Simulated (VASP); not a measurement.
# Li (Fm-3m) in VASP: notebook

Aim: see how the results for Li move with the level of theory and the settings. Levels: LDA, BLYP, PBE, PBEsol. Tasks: single point.

Everything below comes from runs of VASP 6.6.1. Logs are shortened: lines on timing, memory, paths and dates and some standing lists are left out, and cuts for length are marked.

### 1 The cell of the first run

The structure is cubic, space group Fm-3m (No. 225). Conventional cell: a = 4.232 Å, b = 4.232 Å, c = 4.232 Å, α = 90.00°, β = 90.00°, γ = 90.00°. Li (site symmetry m-3m) has 12 Li at 2.99 Å within 3.9 Å.

This isn't the form of Li at room conditions, which is bcc.

### 2 Single point, LDA

INCAR reads:

```
ALGO = Normal ; EDIFF = 1E-6
ENCUT = 520 ; GGA = CA
ISIF = 2 ; ISMEAR = -1
LASPH = True ; LCHARG = False
LREAL = False ; LWAVE = False
NBANDS = 8 ; NELM = 100
PREC = Accurate ; SIGMA = 0.05
```

KPOINTS reads:

```
k-points
0
Gamma
  10 10 10
```

POSCAR reads:

```
Li
1.0
    0.0000000000      2.1157616880      2.1157616880
    2.1157616880      0.0000000000      2.1157616880
    2.1157616880      2.1157616880      0.0000000000
Li
1
Direct
    0.0000000000      0.0000000000      0.0000000000
```

Potentials or basis: VASP PAW LDA potentials, release 64 (Li_sv).

Started as:

```
> cat potpaw_LDA.64/Li_sv/POTCAR > POTCAR
> mpirun -np 1 vasp_std > vasp.out
```

OUTCAR:

```text
EDIFF = 1E-6
   ENCUT = 520
   GGA = CA
   ISIF = 2
   ISMEAR = -1
   LASPH = True
   LREAL = False
   NELM = 100
   PREC = Accurate

 ion  position               nearest neighbor table
   1  0.000  0.000  0.000-

  LATTYP: Found a face centered cubic cell.
 ALAT       =     4.2315233760

  Lattice vectors:

 A1 = (   0.0000000000,   2.1157616880,   2.1157616880)
 A2 = (   2.1157616880,   0.0000000000,   2.1157616880)
 A3 = (   2.1157616880,   2.1157616880,   0.0000000000)

Analysis of symmetry for initial positions (statically):
=====================================================================
 Subroutine PRICEL returns:
 Original cell was already a primitive cell.

 Routine SETGRP: Setting up the symmetry group for a
 face centered cubic supercell.

 Subroutine GETGRP returns: Found 48 space group operations
 (whereof 48 operations were pure point group operations)
 out of a pool of 48 trial point group operations.

The static configuration has the point symmetry O_h .

Analysis of symmetry for dynamics (positions and initial velocities):
=====================================================================
 Subroutine PRICEL returns:
 Original cell was already a primitive cell.

 Routine SETGRP: Setting up the symmetry group for a
 face centered cubic supercell.

 Subroutine GETGRP returns: Found 48 space group operations
 (whereof 48 operations were pure point group operations)
 out of a pool of 48 trial point group operations.

The dynamic configuration has the point symmetry O_h .

 Subroutine INISYM returns: Found 48 space group operations
 (whereof 48 operations are pure point group operations),
 and found     1 'primitive' translations

----------------------------------------------------------------------------------------

                                     Primitive cell

  volume of cell :      18.9422

  direct lattice vectors                    reciprocal lattice vectors
     0.000000000  2.115761688  2.115761688    -0.236321511  0.236321511  0.236321511
     2.115761688  0.000000000  2.115761688     0.236321511 -0.236321511  0.236321511
     2.115761688  2.115761688  0.000000000     0.236321511  0.236321511 -0.236321511

  length of vectors
     2.992138874  2.992138874  2.992138874     0.409320865  0.409320865  0.409320865

  position of ions in fractional coordinates (direct lattice)
     0.000000000  0.000000000  0.000000000

  ion indices of the primitive-cell ions
   primitive index   ion index
                 1           1
[... 74 lines left out ...]
   EDIFFG = 0.1E-04   stopping-criterion for IOM
   NSW    =      0    number of steps for IOM
   IBRION =     -1    ionic relax: 0-MD 1-quasi-New 2-CG
   NFREE  =      0    steps in history (QN), initial steepest desc. (CG)
   ISIF   =      2    stress and relaxation
   ISYM   =      2    0-nonsym 1-usesym 2-fastsym
   POTIM  = 0.5000    time-step for ionic-motion
   TEBEG  =    0.0;   TEEND  =   0.0 temperature during run
   PSTRESS=    0.0 pullay stress
   NELECT =       3.0000    total number of electrons
   NUPDOWN=      -1.0000    fix difference up-down
   EMIN   =  10.00;   EMAX   =-10.00  energy-range for DOS
   EFERMI =   0.00;   METHOD = LEGACY
   ISMEAR =    -1;   SIGMA  =   0.05  broadening in eV -4-tet -1-fermi 0-gaus
   EFERMI_NEDOS =   21; number of points for ismear=-14 and -15
   IALGO  =     38    algorithm
   IMIX   =      4    mixing-type and parameters
     AMIX     =   0.40;   BMIX     =  1.00
     AMIX_MAG =   1.60;   BMIX_MAG =  1.00
  volume/ion in A,a.u.               =      18.94       127.83
  Fermi-wavevector in a.u.,A,eV,Ry     =   0.885738  1.673802 10.674198  0.784531
  Thomas-Fermi vector in A             =   2.006811
   LORBIT       =      0    0 simple, 1 ext, 2 COOP (PROOUT), +10 PAW based schemes
   GGA     = CA    functional components
   LHFCALC =     F    Hartree Fock is set to
   AEXX    =    0.0000 exact exchange contribution
   IVDW    =     0    specifies the selected vdW correction
   LEPSILON=     F    determine dielectric tensor
   LRPA    =     F    only Hartree local field effects (RPA)
 non-spin polarized calculation
  energy-cutoff  :      520.00
  volume of cell :       18.94
 maximum number of plane-waves:       532
 NGX is ok and might be reduce to    24
   NGX = 11   NGY = 11   NGZ = 11

 number of electron       2.9999996 magnetization

 Free energy of the ion-electron system (eV)
  ---------------------------------------------------
  ext. energy  EPLUGINS =         0.00000000
  ---------------------------------------------------
  free energy    TOTEN  =        -2.04817088 eV

  energy without entropy =       -2.04361807  energy(sigma->0) =       -2.04589448

 E-fermi :   0.7452     XC(G=0):  -7.3172

 val. band max:        0.7389327730   @ k =   0.5000   0.0000   0.0000
 cond. band min:       0.7970816698   @ k =   0.5000   0.3000   0.1000
 fundamental gap:      0.0581488968
 Fermi energy:         0.7452476389

 k-point     1 :       0.0000    0.0000    0.0000
  band No.  band energies     occupation
      1     -44.7229      2.00000
      2      -2.7799      2.00000
      3      15.6006      0.00000
      4      15.6006      0.00000
      5      15.6006      0.00000
      6      19.8444      0.00000
      7      19.8444      0.00000
      8      19.8444      0.00000
[... 243 lines left out ...]
 k-point    24 :       0.4000    0.3000    0.0000
  band No.  band energies     occupation
      1     -44.6948      2.00000
      2       0.3222      1.99958
      3       8.4626      0.00000
      4       9.8394      0.00000
      5      10.3566      0.00000
      6      14.0871      0.00000
      7      17.0232      0.00000
      8      27.1419      0.00000

 [... further k-points ...]

------------------------ aborting loop because EDIFF is reached ----------------------------------------

  FORCE on cell =-STRESS in cart. coord.  units (eV):
  Direction    XX          YY          ZZ          XY          YZ          ZX
  --------------------------------------------------------------------------------------
  -------------------------------------------------------------------------------------
  Total       -0.0105324     -0.0105324     -0.0105324      0.0000000      0.0000000      0.0000000
  in kB       -0.8908540     -0.8908540     -0.8908540      0.0000000      0.0000000      0.0000000
  external PRESSURE =      -0.8908540 kB  Pullay stress =       0.0000000 kB

 VOLUME and BASIS-vectors are now :
 -----------------------------------------------------------------------------
  energy-cutoff  :      520.00
  volume of cell :       18.94
      direct lattice vectors                 reciprocal lattice vectors
     0.000000000  2.115761688  2.115761688    -0.236321511  0.236321511  0.236321511
     2.115761688  0.000000000  2.115761688     0.236321511 -0.236321511  0.236321511
     2.115761688  2.115761688  0.000000000     0.236321511  0.236321511 -0.236321511

 POSITION                                       TOTAL-FORCE (eV/Angst)
 -----------------------------------------------------------------------------------
      0.00000      0.00000      0.00000        -0.000000     -0.000000      0.000000
 -----------------------------------------------------------------------------------
    total drift:                               -0.000000      0.000000     -0.000000

  FREE ENERGIE OF THE ION-ELECTRON SYSTEM (eV)
  ---------------------------------------------------
  free  energy   TOTEN  =        -2.0481708802 eV

  energy  without entropy=       -2.0436180744  energy(sigma->0) =       -2.04589448
```

stdout:

```text
POSCAR found type information on POSCAR Li
 POSCAR found :  1 types and       1 ions
 scaLAPACK will be used
 LDA part: xc-table for (Slater(with rela. corr.)+CA(PZ))
 , standard interpolation
 POSCAR, INCAR and KPOINTS ok, starting setup
 FFT: planning ... GRIDC
 FFT: planning ... GRID_SOFT
 FFT: planning ... GRID
 WAVECAR not read
 entering main loop
```

Run time: 4.5 s. Hardware: 1 thread of Intel Xeon 8259CL, shared host; peak memory 0.12 GiB.

What came out:

```
Free energy            : -2.0482 eV
Band gap on the k mesh : zero (an odd number of electrons rules out a gap without spin polarisation)
```

Levels at points of the mesh, in eV from the Fermi level:
```csv
k point,band 1,band 2,band 3,band 4,band 5,band 6,band 7
"(0.00, 0.00, 0.00)",-45.47,-3.53,14.86,14.86,14.86,19.10,19.10
"(0.50, 0.00, 0.00)",-45.44,-0.01,3.25,13.07,13.07,17.38,17.38
"(0.50, 0.50, 0.00)",-45.43,1.59,5.07,8.75,8.75,11.18,16.29
```

Caveat: the cutoff is under 1.25 times the usual one of these potentials, so pressure, stress and relaxed cells hold a basis-set (Pulay) error.

### 3 Single point, BLYP

This run uses another cell than the first one, of 19.95 Å³/atom.

INCAR reads:

```
PREC = Accurate ; ENCUT = 520
EDIFF = 1E-7 ; ISMEAR = -1
SIGMA = 0.05 ; LREAL = F
LASPH = T ; NELM = 100
ALGO = Fast ; ISIF = 2
LWAVE = F ; LCHARG = T
GGA = B5 ; ALDAX = 1.0
AGGAX = 1.0 ; AGGAC = 1.0
ALDAC = 0.0 ; LELF = T
LVHAR = T ; NBANDS = 8
```

KPOINTS reads:

```
Automatic mesh
0
Gamma
  10 10 10
```

POSCAR reads:

```
Li
1.0
    0.0000000000      2.1525358852      2.1525358852
    2.1525358852      0.0000000000      2.1525358852
    2.1525358852      2.1525358852      0.0000000000
Li
1
Direct
    0.0000000000      0.0000000000      0.0000000000
```

Potentials or basis: VASP PAW PBE potentials, release 64 (Li_sv).

Started as:

```
> cat potpaw_PBE.64/Li_sv/POTCAR > POTCAR
> mpirun -np 1 vasp_std > vasp.out
```

OUTCAR:

```text
PREC = Accurate
   ENCUT = 520
   EDIFF = 1E-7
   ISMEAR = -1
   LREAL = F
   LASPH = T
   NELM = 100
   ISIF = 2
   GGA = B5

 ion  position               nearest neighbor table
   1  0.000  0.000  0.000-

  LATTYP: Found a face centered cubic cell.
 ALAT       =     4.3050717704

  Lattice vectors:

 A1 = (   0.0000000000,   2.1525358852,   2.1525358852)
 A2 = (   2.1525358852,   0.0000000000,   2.1525358852)
 A3 = (   2.1525358852,   2.1525358852,   0.0000000000)

Analysis of symmetry for initial positions (statically):
=====================================================================
 Subroutine PRICEL returns:
 Original cell was already a primitive cell.

 Routine SETGRP: Setting up the symmetry group for a
 face centered cubic supercell.

 Subroutine GETGRP returns: Found 48 space group operations
 (whereof 48 operations were pure point group operations)
 out of a pool of 48 trial point group operations.

The static configuration has the point symmetry O_h .

Analysis of symmetry for dynamics (positions and initial velocities):
[... 159 lines left out ...]
 val. band max:        0.8410504827   @ k =  -0.4000   0.1000   0.0000
 cond. band min:       1.0596463773   @ k =   0.5000   0.0000   0.0000
 fundamental gap:      0.2185958946
 Fermi energy:         1.0314030979

 k-point     1 :       0.0000    0.0000    0.0000
  band No.  band energies     occupation
      1     -46.1150      2.00000
      2      -2.4674      2.00000
      3      15.3129      0.00000
      4      15.3129      0.00000
      5      15.3130      0.00000
      6      19.5766      0.00000
      7      19.5766      0.00000
      8      19.5766      0.00000
[... 243 lines left out ...]
 k-point    24 :       0.4000    0.3000    0.0000
  band No.  band energies     occupation
      1     -46.0955      2.00000
      2       0.6036      1.99962
      3       8.5126      0.00000
      4       9.7945      0.00000
      5      10.3309      0.00000
      6      13.9307      0.00000
      7      16.6024      0.00000
      8      26.4823      0.00000

 [... further k-points ...]

------------------------ aborting loop because EDIFF is reached ----------------------------------------

  FORCE on cell =-STRESS in cart. coord.  units (eV):
  Direction    XX          YY          ZZ          XY          YZ          ZX
  --------------------------------------------------------------------------------------
  -------------------------------------------------------------------------------------
  Total       -0.0059097     -0.0059097     -0.0059097      0.0000000      0.0000000     -0.0000000
  in kB       -0.4746729     -0.4746729     -0.4746729      0.0000000      0.0000000     -0.0000000
  external PRESSURE =      -0.4746729 kB  Pullay stress =       0.0000000 kB

 VOLUME and BASIS-vectors are now :
 -----------------------------------------------------------------------------
  energy-cutoff  :      520.00
  volume of cell :       19.95
      direct lattice vectors                 reciprocal lattice vectors
     0.000000000  2.152535885  2.152535885    -0.232284165  0.232284165  0.232284165
     2.152535885  0.000000000  2.152535885     0.232284165 -0.232284165  0.232284165
     2.152535885  2.152535885  0.000000000     0.232284165  0.232284165 -0.232284165

 POSITION                                       TOTAL-FORCE (eV/Angst)
 -----------------------------------------------------------------------------------
      0.00000      0.00000      0.00000         0.000000      0.000000      0.000000
 -----------------------------------------------------------------------------------
    total drift:                               -0.000000      0.000000     -0.000000

  FREE ENERGIE OF THE ION-ELECTRON SYSTEM (eV)
  ---------------------------------------------------
  free  energy   TOTEN  =        -1.5712141781 eV

  energy  without entropy=       -1.5666469699  energy(sigma->0) =       -1.56893057
```

OSZICAR:

```text
N       E                     dE             d eps       ncg     rms          rms(c)
DAV:   1     0.313075692685E+00    0.31308E+00   -0.72239E+02   752   0.264E+02
DAV:   2    -0.154413859817E+01   -0.18572E+01   -0.18183E+01  1088   0.351E+01
DAV:   3    -0.156856741209E+01   -0.24429E-01   -0.24428E-01   872   0.317E+00
[... 12 lines left out ...]
RMM:  16    -0.157121597244E+01   -0.18101E-06   -0.27878E-07  1060   0.558E-03    0.351E-03
RMM:  17    -0.157121558521E+01    0.38723E-06   -0.15230E-07   973   0.287E-03    0.233E-03
RMM:  18    -0.157121462984E+01    0.95537E-06   -0.12432E-07   925   0.294E-03    0.634E-04
RMM:  19    -0.157121427804E+01    0.35180E-06   -0.44815E-08   834   0.138E-03    0.124E-04
RMM:  20    -0.157121417811E+01    0.99930E-07    0.33760E-11   603   0.572E-04
   1 F= -.15712142E+01 E0= -.15689306E+01  d E =-.456721E-02
```

stdout:

```text
POSCAR found type information on POSCAR Li
 POSCAR found :  1 types and       1 ions
 scaLAPACK will be used
 -----------------------------------------------------------------------------
|                                                                             |
|                                                                             |
|     You enforced a specific xc type in the INCAR file but a different       |
|     I HOPE YOU KNOW WHAT YOU ARE DOING!                                     |
|                                                                             |
 -----------------------------------------------------------------------------

 LDA part: xc-table for (Slater(with rela. corr.)+VWN5), standard interpolation
 POSCAR, INCAR and KPOINTS ok, starting setup
 FFT: planning ... GRIDC
 FFT: planning ... GRID_SOFT
 FFT: planning ... GRID
 WAVECAR not read
 entering main loop
WARNING in EDDRMM: call to ZHEGV failed, returncode =   8  4      2
WARNING in EDDRMM: call to ZHEGV failed, returncode =   6  3      6
```

Wall time 16 s (1 thread of Intel Xeon 8259CL, shared host); peak memory 0.13 GiB.

Results:

```
Free energy            : -1.5712 eV
Band gap on the k mesh : zero (an odd number of electrons rules out a gap without spin polarisation)
```

Caveat: the cutoff is under 1.25 times the usual one of these potentials, so pressure, stress and relaxed cells hold a basis-set (Pulay) error; the PAW data sets were made with another functional, which shifts forces and pressure a little.

### 4 Single point, PBE

This run uses another cell than the first one, of 20.18 Å³/atom.

INCAR reads:

```
ALGO     = Normal         # electronic algorithm
EDIFF    = 1E-6           # SCF threshold, eV
ENCUT    = 520            # plane-wave cutoff, eV
GGA      = PE             # functional
ISIF     = 2              # what is computed and relaxed
ISMEAR   = -1             # smearing method
LASPH    = True           # aspherical terms in the spheres
LCHARG   = False          # write CHGCAR
LREAL    = False          # projectors in reciprocal space
LWAVE    = False          # write WAVECAR
NBANDS   = 8              # bands
NELM     = 60             # most SCF steps
PREC     = Accurate       # precision mode
SIGMA    = 0.05           # smearing width, eV
```

KPOINTS reads:

```
k-points
0
Gamma
  10 10 10
```

POSCAR reads:

```
Li
1.0
    0.0000000000      2.1610551308      2.1610551308
    2.1610551308      0.0000000000      2.1610551308
    2.1610551308      2.1610551308      0.0000000000
Li
1
Direct
    0.0000000000      0.0000000000      0.0000000000
```

Started as:

```
> cat potpaw_PBE.64/Li_sv/POTCAR > POTCAR
> mpirun -np 1 vasp_std > vasp.out
```

Run time: 5.3 s. Hardware: 1 thread of Intel Xeon 8259CL, shared host; peak memory 0.13 GiB.

The run converged. Its results:

```yaml
Free_energy: -1.9078 eV
Band_gap_on_the_k_mesh: zero (an odd number of electrons rules out a gap without spin polarisation)
```

Levels at points of the mesh, in eV from the Fermi level:
```
           k point  band 1  band 2  band 3  band 4  band 5  band 6  band 7
(0.00, 0.00, 0.00)  -46.46   -3.51   14.45   14.45   14.45   18.34   18.34
(0.50, 0.00, 0.00)  -46.44    0.04    3.00   12.72   12.72   16.68   16.68
(0.50, 0.50, 0.00)  -46.44    1.59    4.78    8.52    8.52   10.72   15.48
```

Caveat: the cutoff is under 1.25 times the usual one of these potentials, so pressure, stress and relaxed cells hold a basis-set (Pulay) error.

(Part 1 of 2 ends here.)

The gap in the log of VASP goes by the Fermi energy; the results here count the filled bands.